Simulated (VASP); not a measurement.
A run of VASP 6.6.1:

INCAR

```
SYSTEM = AlCu3
  PREC = Accurate
  ENCUT = 600
  EDIFF = 1E-6
  ISMEAR = 0
  SIGMA = 0.1
  LREAL = .False.
  LASPH = .True.
  NELM = 60
  ALGO = Normal
  ISIF = 3
  LWAVE = .False.
  LCHARG = .False.
  GGA = PS
  IBRION = 2
  NSW = 70
  EDIFFG = -0.008
  PSTRESS = 150.0
```

The input KPOINTS:

```
Automatic mesh
0
Gamma
  12 12 12
  0 0 0
```

Contents of POSCAR:

```
AlCu3
1.0
    3.5321674039      0.0000000000      0.0000000000
    0.0000000000      3.5321674039      0.0000000000
    0.0000000000      0.0000000000      3.5321674039
Al Cu
1 3
Direct
    0.0000000000      0.0000000000      0.0000000000
    0.5000000000      0.5000000000      0.0000000000
    0.5000000000      0.0000000000      0.5000000000
    0.0000000000      0.5000000000      0.5000000000
```

Potentials or basis: VASP PAW PBE potentials, release 64 (Al, Cu).

The run is started by

```console
$ cat potpaw_PBE.64/Al/POTCAR potpaw_PBE.64/Cu/POTCAR > POTCAR
$ mpirun -np 1 vasp_std > vasp.out
```

Hardware: 1 thread of AMD EPYC 7R13, with other jobs on the host.

**Question.** How long does it take, and how much memory?

**Answer.** It took 4.4 min on 1 thread of AMD EPYC 7R13, on a shared host, peak memory 0.19 GiB. Counts: scf iterations 28, k points 84, ion steps 3.
